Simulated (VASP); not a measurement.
# BeZn5Se6 in VASP: a series of runs

Runs on BeZn5Se6. Level: PBE. Tasks: single point.

All numbers are computed with VASP 6.6.1; they aren't measurements. Logs are shortened: lines on timing, memory, paths and dates and some standing lists are left out, and cuts for length are marked.

## Step 1: The cell of the first run

Symmetry: P-4m2, No. 115, tetragonal system. Conventional cell: a = 3.977 Å, b = 3.977 Å, c = 17.026 Å, α = 90.00°, β = 90.00°, γ = 90.00°. Within 3.1 Å of Be (site symmetry -4m2) lie 4 Se at 2.31 Å. Zn (site symmetry 2mm) has 4 Se at 2.47 to 2.48 Å within 3.3 Å. Zn (site symmetry 2mm) has 4 Se at 2.47 Å within 3.3 Å. Within 3.3 Å of Zn (site symmetry -4m2) lie 4 Se at 2.47 Å. Se (site symmetry 2mm) has 4 Zn at 2.47 Å within 3.3 Å. Se (site symmetry 2mm) has 4 Zn at 2.47 Å within 3.3 Å. Se (site symmetry 2mm) has 2 Be at 2.31 Å and 2 Zn at 2.48 Å within 3.1 Å.

## Step 2: Single point, PBE

Input file INCAR:

```
PREC = Accurate ; ENCUT = 520
EDIFF = 1E-7 ; ISMEAR = 0
SIGMA = 0.1 ; LREAL = F
LASPH = T ; NELM = 100
ALGO = Normal ; ISIF = 2
LWAVE = F ; LCHARG = F
GGA = PE ; NBANDS = 61
```

Input file KPOINTS:

```
regular mesh
0
Gamma
  4 4 1
```

Input file POSCAR:

```
BeZn5Se6
1.0
    3.9774399000      0.0000000000      0.0000000000
    0.0000000000      3.9774399000      0.0000000000
    0.0000000000      0.0000000000     17.0262316000
Be Zn Se
1 5 6
Direct
    0.5000000000      0.5000000000      0.5000000000
    0.0000000000      0.0000000000      0.6562410000
    0.5000000000      0.5000000000      0.8280950000
    0.0000000000      0.0000000000      0.0000000000
    0.5000000000      0.5000000000      0.1719050000
    0.0000000000      0.0000000000      0.3437590000
    0.5000000000      0.0000000000      0.7421470000
    0.0000000000      0.5000000000      0.9140430000
    0.5000000000      0.0000000000      0.0859570000
    0.0000000000      0.5000000000      0.2578530000
    0.5000000000      0.0000000000      0.4304250000
    0.0000000000      0.5000000000      0.5695750000
```

Potentials or basis: VASP PAW PBE potentials, release 64 (Be, Zn, Se).

The run is started by

```bash
$ cat potpaw_PBE.64/Be/POTCAR potpaw_PBE.64/Zn/POTCAR potpaw_PBE.64/Se/POTCAR > POTCAR
$ mpirun -np 1 vasp_std > vasp.out
```

OUTCAR:

```text
PREC = Accurate
   ENCUT = 520
   EDIFF = 1E-7
   ISMEAR = 0
   LREAL = F
   LASPH = T
   NELM = 100
   ISIF = 2
   GGA = PE

 ion  position               nearest neighbor table
   1  0.500  0.500  0.500-  11 2.31  12 2.31  11 2.31  12 2.31
   2  0.000  0.000  0.656-   7 2.47   7 2.47  12 2.48  12 2.48
   3  0.500  0.500  0.828-   7 2.47   7 2.47   8 2.47   8 2.47
   4  0.000  0.000  0.000-   8 2.47   9 2.47   8 2.47   9 2.47
   5  0.500  0.500  0.172-  10 2.47  10 2.47   9 2.47   9 2.47
   6  0.000  0.000  0.344-  10 2.47  10 2.47  11 2.48  11 2.48
   7  0.500  0.000  0.742-   2 2.47   2 2.47   3 2.47   3 2.47
   8  0.000  0.500  0.914-   3 2.47   3 2.47   4 2.47   4 2.47
   9  0.500  0.000  0.086-   5 2.47   5 2.47   4 2.47   4 2.47
  10  0.000  0.500  0.258-   6 2.47   6 2.47   5 2.47   5 2.47
  11  0.500  0.000  0.430-   1 2.31   1 2.31   6 2.48   6 2.48
  12  0.000  0.500  0.570-   1 2.31   1 2.31   2 2.48   2 2.48

  LATTYP: Found a simple tetragonal cell.
 ALAT       =     3.9774399000
 C/A-ratio  =     4.2807011616

  Lattice vectors:

 A1 = (   3.9774399000,   0.0000000000,   0.0000000000)
 A2 = (   0.0000000000,   3.9774399000,   0.0000000000)
 A3 = (   0.0000000000,   0.0000000000,  17.0262316000)

Analysis of symmetry for initial positions (statically):
=====================================================================
 Subroutine PRICEL returns:
 Original cell was already a primitive cell.

 Routine SETGRP: Setting up the symmetry group for a
 simple tetragonal supercell.

 Subroutine GETGRP returns: Found  8 space group operations
 (whereof  8 operations were pure point group operations)
 out of a pool of 16 trial point group operations.

The static configuration has the point symmetry D_2d.

Analysis of symmetry for dynamics (positions and initial velocities):
=====================================================================
 Subroutine PRICEL returns:
 Original cell was already a primitive cell.

 Routine SETGRP: Setting up the symmetry group for a
 simple tetragonal supercell.

 Subroutine GETGRP returns: Found  8 space group operations
 (whereof  8 operations were pure point group operations)
 out of a pool of 16 trial point group operations.

The dynamic configuration has the point symmetry D_2d.

 Subroutine INISYM returns: Found  8 space group operations
 (whereof  8 operations are pure point group operations),
 and found     1 'primitive' translations

----------------------------------------------------------------------------------------

                                     Primitive cell

  volume of cell :     269.3555

  direct lattice vectors                    reciprocal lattice vectors
     3.977439900  0.000000000  0.000000000     0.251418004  0.000000000  0.000000000
     0.000000000  3.977439900  0.000000000     0.000000000  0.251418004  0.000000000
     0.000000000  0.000000000 17.026231600     0.000000000  0.000000000  0.058732902

  length of vectors
     3.977439900  3.977439900 17.026231600     0.251418004  0.251418004  0.058732902

  position of ions in fractional coordinates (direct lattice)
     0.500000000  0.500000000  0.500000000
     0.000000000  0.000000000  0.656241000
     0.500000000  0.500000000  0.828095000
     0.000000000  0.000000000  0.000000000
     0.500000000  0.500000000  0.171905000
     0.000000000  0.000000000  0.343759000
     0.500000000  0.000000000  0.742147000
     0.000000000  0.500000000  0.914043000
     0.500000000  0.000000000  0.085957000
     0.000000000  0.500000000  0.257853000
     0.500000000  0.000000000  0.430425000
     0.000000000  0.500000000  0.569575000

  ion indices of the primitive-cell ions
   primitive index   ion index
                 1           1
                 2           2
                 3           3
                 4           4
                 5           5
                 6           6
                 7           7
                 8           8
                 9           9
                10          10
                11          11
                12          12

----------------------------------------------------------------------------------------

 KPOINTS: regular mesh

Automatic generation of k-mesh.
 Grid dimensions read from file:
 generate k-points for:    4    4    1

 Generating k-lattice:

  Cartesian coordinates                     Fractional coordinates (reciprocal lattice)
     0.062854501  0.000000000  0.000000000     0.250000000  0.000000000  0.000000000
     0.000000000  0.062854501  0.000000000     0.000000000  0.250000000  0.000000000
     0.000000000  0.000000000  0.058732902     0.000000000  0.000000000  1.000000000

  Length of vectors
     0.062854501  0.062854501  0.058732902

  Shift w.r.t. Gamma in fractional coordinates (k-lattice)
     0.000000000  0.000000000  0.000000000

 Subroutine IBZKPT returns following result:
 ===========================================

 Found      6 irreducible k-points:

 Following reciprocal coordinates:
            Coordinates               Weight
  0.000000  0.000000  0.000000      1.000000
  0.250000  0.000000  0.000000      4.000000
  0.500000  0.000000  0.000000      2.000000
  0.250000  0.250000  0.000000      4.000000
  0.500000  0.250000  0.000000      4.000000
  0.500000  0.500000  0.000000      1.000000
   k-points           NKPTS =      6   k-points in BZ     NKDIM =      6   number of bands    NBANDS=     61
   number of dos      NEDOS =    301   number of ions     NIONS =     12
   total plane-waves  NPLWV = 115200
   dimension x,y,z NGX =    30 NGY =   30 NGZ =  128
   dimension x,y,z NGXF=    60 NGYF=   60 NGZF=  256
   ions per type =               1   5   6
   NGX,Y,Z   is equivalent  to a cutoff of  12.54, 12.54, 12.50 a.u.
   NGXF,Y,Z  is equivalent  to a cutoff of  25.08, 25.08, 25.00 a.u.
 SYSTEM =  unknown system
   PREC   = accura    normal or accurate (medium, high low for compatibility)
   ISTART =      0    job   : 0-new  1-cont  2-samecut
   ICHARG =      2    charge: 1-file 2-atom 10-const
   ISPIN  =      1    spin polarized calculation?
   LNONCOLLINEAR =      F non collinear calculations
   LSORBIT =      F    spin-orbit coupling
   LASPH  =      T    aspherical Exc in radial PAW
   ENCUT  =  520.0 eV  38.22 Ry    6.18 a.u.   7.40  7.40 31.66*2*pi/ulx,y,z
   NELM   =    100;   NELMIN=  2; NELMDL= -5     # of ELM steps
   EDIFF  = 0.1E-06   stopping-criterion for ELM
   LREAL  =      F    real-space projection
   EDIFFG = 0.1E-05   stopping-criterion for IOM
   NSW    =      0    number of steps for IOM
   IBRION =     -1    ionic relax: 0-MD 1-quasi-New 2-CG
   NFREE  =      0    steps in history (QN), initial steepest desc. (CG)
   ISIF   =      2    stress and relaxation
   ISYM   =      2    0-nonsym 1-usesym 2-fastsym
   POTIM  = 0.5000    time-step for ionic-motion
   TEBEG  =    0.0;   TEEND  =   0.0 temperature during run
   PSTRESS=    0.0 pullay stress
   NELECT =      98.0000    total number of electrons
   NUPDOWN=      -1.0000    fix difference up-down
   EMIN   =  10.00;   EMAX   =-10.00  energy-range for DOS
   EFERMI =   0.00;   METHOD = LEGACY
   ISMEAR =     0;   SIGMA  =   0.10  broadening in eV -4-tet -1-fermi 0-gaus
   EFERMI_NEDOS =   21; number of points for ismear=-14 and -15
   IALGO  =     38    algorithm
   IMIX   =      4    mixing-type and parameters
     AMIX     =   0.40;   BMIX     =  1.00
     AMIX_MAG =   1.60;   BMIX_MAG =  1.00
  volume/ion in A,a.u.               =      22.45       151.48
  Fermi-wavevector in a.u.,A,eV,Ry     =   1.168714  2.208549 18.584096  1.365892
  Thomas-Fermi vector in A             =   2.305197
   LORBIT       =      0    0 simple, 1 ext, 2 COOP (PROOUT), +10 PAW based schemes
   GGA     = PE    functional components
   LHFCALC =     F    Hartree Fock is set to
   AEXX    =    0.0000 exact exchange contribution
   IVDW    =     0    specifies the selected vdW correction
   LEPSILON=     F    determine dielectric tensor
   LRPA    =     F    only Hartree local field effects (RPA)
 non-spin polarized calculation
 Gauss-broadening in eV      SIGMA  =   0.10
  energy-cutoff  :      520.00
  volume of cell :      269.36
 maximum number of plane-waves:      7343
 NGX is ok and might be reduce to    30
   NGX = 15   NGY = 15   NGZ = 63

 number of electron      98.0000166 magnetization

 Free energy of the ion-electron system (eV)
  ---------------------------------------------------
  ext. energy  EPLUGINS =         0.00000000
  ---------------------------------------------------
  free energy    TOTEN  =       -38.67488755 eV

  energy without entropy =      -38.67488755  energy(sigma->0) =      -38.67488755

 E-fermi :   2.1036     XC(G=0):  -9.2102

 val. band max:        1.6640676954   @ k =   0.0000   0.0000   0.0000
 cond. band min:       3.1075209733   @ k =   0.0000   0.0000   0.0000
 fundamental gap:      1.4434532779
 Fermi energy:         2.1035591791

 k-point     1 :       0.0000    0.0000    0.0000
  band No.  band energies     occupation
      1     -11.5688      2.00000
      2     -11.3316      2.00000
      3     -11.2467      2.00000
      4     -10.8070      2.00000
      5     -10.7065      2.00000
      6     -10.4059      2.00000
[... 53 lines left out ...]
     60       6.4481      0.00000
     61       7.2556      0.00000

 k-point     2 :       0.2500    0.0000    0.0000
  band No.  band energies     occupation
      1     -11.3029      2.00000
      2     -11.1117      2.00000
      3     -11.0445      2.00000
      4     -10.7176      2.00000
      5     -10.6435      2.00000
      6     -10.4377      2.00000
[... 245 lines left out ...]
     60       7.5206      0.00000
     61       7.6334      0.00000

 k-point     6 :       0.5000    0.5000    0.0000
  band No.  band energies     occupation
      1     -10.4586      2.00000
      2     -10.4586      2.00000
      3     -10.4404      2.00000
      4     -10.4404      2.00000
      5     -10.4361      2.00000
      6     -10.4361      2.00000
[... 53 lines left out ...]
     60       6.4350      0.00000
     61       7.3656      0.00000

------------------------ aborting loop because EDIFF is reached ----------------------------------------

  FORCE on cell =-STRESS in cart. coord.  units (eV):
  Direction    XX          YY          ZZ          XY          YZ          ZX
  --------------------------------------------------------------------------------------
  -------------------------------------------------------------------------------------
  Total        0.7372800      0.7372800      0.0868963      0.0000000      0.0000000      0.0000000
  in kB        4.3854812      4.3854812      0.5168757      0.0000000      0.0000000      0.0000000
  external PRESSURE =       3.0959461 kB  Pullay stress =       0.0000000 kB

 VOLUME and BASIS-vectors are now :
 -----------------------------------------------------------------------------
  energy-cutoff  :      520.00
  volume of cell :      269.36
      direct lattice vectors                 reciprocal lattice vectors
     3.977439900  0.000000000  0.000000000     0.251418004  0.000000000  0.000000000
     0.000000000  3.977439900  0.000000000     0.000000000  0.251418004  0.000000000
     0.000000000  0.000000000 17.026231600     0.000000000  0.000000000  0.058732902

 POSITION                                       TOTAL-FORCE (eV/Angst)
 -----------------------------------------------------------------------------------
      1.98872      1.98872      8.51312         0.000000      0.000000      0.000000
      0.00000      0.00000     11.17331         0.000000      0.000000      0.002462
      1.98872      1.98872     14.09934         0.000000     -0.000000      0.001882
      0.00000      0.00000      0.00000         0.000000      0.000000      0.000000
      1.98872      1.98872      2.92689         0.000000      0.000000     -0.001882
      0.00000      0.00000      5.85292        -0.000000      0.000000     -0.002462
      1.98872      0.00000     12.63597         0.000000      0.000000     -0.001147
      0.00000      1.98872     15.56271         0.000000      0.000000     -0.001947
      1.98872      0.00000      1.46352         0.000000      0.000000      0.001947
      0.00000      1.98872      4.39026         0.000000      0.000000      0.001147
      1.98872      0.00000      7.32852        -0.000000      0.000000      0.023403
      0.00000      1.98872      9.69772        -0.000000      0.000000     -0.023403
 -----------------------------------------------------------------------------------
    total drift:                                0.000000      0.000000      0.000000

  FREE ENERGIE OF THE ION-ELECTRON SYSTEM (eV)
  ---------------------------------------------------
  free  energy   TOTEN  =       -38.6748875533 eV

  energy  without entropy=      -38.6748875532  energy(sigma->0) =      -38.67488755
```

It took 4.6 min on 1 thread of Intel Xeon 8259CL, shared host; peak memory 0.37 GiB.

Results:

```
Free energy            : -38.6749 eV
Pressure               : 0.3 GPa
Largest force          : 0.023 eV/Å
Band gap on the k mesh : 1.44 eV
```

Forces in eV/Å, atoms in the order of the input:
```
Be   0.000  0.000  0.000
Zn   0.000  0.000  0.002
Zn   0.000  0.000  0.002
Zn   0.000  0.000  0.000
Zn   0.000  0.000 -0.002
Zn   0.000  0.000 -0.002
Se   0.000  0.000 -0.001
Se   0.000  0.000 -0.002
Se   0.000  0.000  0.002
Se   0.000  0.000  0.001
Se   0.000  0.000  0.023
Se   0.000  0.000 -0.023
```

## Step 3: Single point, PBE

Input file INCAR:

```
SYSTEM = BeZn5Se6
PREC = Accurate
ENCUT = 520
EDIFF = 1E-6
ISMEAR = 0
SIGMA = 0.1
LREAL = .FALSE.
LASPH = .TRUE.
NELM = 80
ALGO = Normal
ISIF = 2
LWAVE = .FALSE.
LCHARG = .FALSE.
GGA = PE
NBANDS = 61
```

Input file KPOINTS:

```
regular mesh
0
G
  4 4 1
  0 0 0
```

POSCAR is that of step 2.

Potentials or basis: VASP PAW PBE potentials, release 64 (Be, Zn, Se).

The run is started by

```bash
$ cat potpaw_PBE.64/Be/POTCAR potpaw_PBE.64/Zn/POTCAR potpaw_PBE.64/Se/POTCAR > POTCAR
$ mpirun -np 1 vasp_std > vasp.out
```

Run time: 3.5 min. Hardware: 1 thread of Intel Xeon 8259CL, shared host; peak memory 0.36 GiB.

The run converged. Its results:

| Item | Value |
| --- | --- |
| Free energy | -38.6749 eV |
| Pressure | 0.3 GPa |
| Largest force | 0.024 eV/Å |
| Band gap on the k mesh | 1.44 eV |

Forces in eV/Å, atoms in the order of the input:
```
Be   0.000  0.000  0.000
Zn   0.000  0.000  0.002
Zn   0.000  0.000  0.002
Zn   0.000  0.000  0.000
Zn   0.000  0.000 -0.002
Zn   0.000  0.000 -0.002
Se   0.000  0.000 -0.001
Se   0.000  0.000 -0.002
Se   0.000  0.000  0.002
Se   0.000  0.000  0.001
Se   0.000  0.000  0.024
Se   0.000  0.000 -0.024
```

Stress tensor (GPa, compression positive):
```
0.45 0.00 0.00
0.00 0.45 0.00
0.00 0.00 0.06
```

Levels at points of the mesh, in eV from the valence-band top:
```tsv
k point	band 47	band 48	band 49	band 50	band 51	band 52
(0.00, 0.00, 0.00)	-0.14	0.00	0.00	1.44	2.68	3.33
(0.50, 0.00, 0.00)	-0.74	-0.73	-0.73	2.92	2.96	2.99
(0.50, 0.50, 0.00)	-2.17	-2.17	-2.10	2.94	2.94	3.24
```

## Step 4: Single point, PBE

Input file INCAR:

```
SYSTEM = BeZn5Se6
ALGO = Normal ; EDIFF = 1E-6
ENCUT = 520 ; GGA = PE
ISIF = 2 ; ISMEAR = 0
LASPH = .TRUE. ; LCHARG = .TRUE.
LELF = .TRUE. ; LREAL = .FALSE.
LVHAR = .TRUE. ; LWAVE = .FALSE.
NBANDS = 61 ; NELM = 100
PREC = Accurate ; SIGMA = 0.1
```

Input file KPOINTS:

```
k-points
0
G
  4 4 1
  0 0 0
```

Input file POSCAR:

```
BeZn5Se6
1.0
    3.9926768302      0.0003048859      0.0019878922
    0.0003082129      3.9924918944      0.0003983666
    0.0090161588      0.0009248234     16.9254691700
Be Zn Se
1 5 6
Direct
    0.5000835960      0.4998301033      0.5000016954
    0.0004186156      0.0002079036      0.6561802085
    0.4997957904      0.5001625570      0.8280621883
    0.0002719984      0.0014475435     -0.0000185145
    0.5000099762      0.4972416370      0.1719317137
    0.0003634744      0.0010474876      0.3438122516
    0.5000191883      0.0003926215      0.7420918707
   -0.0004073236      0.5011067924      0.9140295221
    0.4997549780     -0.0014984939      0.0859635507
   -0.0004106813      0.5003076946      0.2579060485
    0.5002104804     -0.0002855625      0.4305734140
   -0.0001100926      0.5000397157      0.5694660509
```

The run is started by

```bash
$ cat potpaw_PBE.64/Be/POTCAR potpaw_PBE.64/Zn/POTCAR potpaw_PBE.64/Se/POTCAR > POTCAR
$ mpirun -np 1 vasp_std > vasp.out
```

Run time: 6.4 min. Hardware: 1 thread of Intel Xeon 8259CL, shared host; peak memory 0.4 GiB.

Results (log left out):

```yaml
Free_energy: -38.6775 eV
Pressure: 0.2 GPa
Largest_force: 0.023 eV/Å
Band_gap_on_the_k_mesh: 1.45 eV
```

Forces in eV/Å, atoms in the order of the input:
```
Be  -0.001 -0.002  0.002
Zn  -0.003 -0.003 -0.003
Zn   0.001  0.004  0.004
Zn  -0.005 -0.008  0.002
Zn  -0.004  0.022 -0.003
Zn   0.001 -0.014  0.006
Se   0.001 -0.004  0.000
Se   0.001 -0.001 -0.004
Se   0.005 -0.008  0.002
Se   0.006  0.005 -0.001
Se  -0.004  0.006  0.007
Se   0.003  0.003 -0.012
```

Levels at points of the mesh, in eV from the valence-band top:
| k point | band 47 | band 48 | band 49 | band 50 | band 51 | band 52 |
| --- | --- | --- | --- | --- | --- | --- |
| (0.00, 0.00, 0.00) | -0.10 | 0.00 | 0.00 | 1.45 | 2.67 | 3.33 |
| (0.50, 0.00, 0.00) | -0.76 | -0.75 | -0.75 | 2.93 | 2.97 | 3.00 |
| (0.00, 0.50, 0.00) | -0.76 | -0.75 | -0.75 | 2.93 | 2.97 | 3.00 |
| (0.50, 0.50, 0.00) | -2.15 | -2.15 | -2.05 | 2.97 | 2.97 | 3.28 |
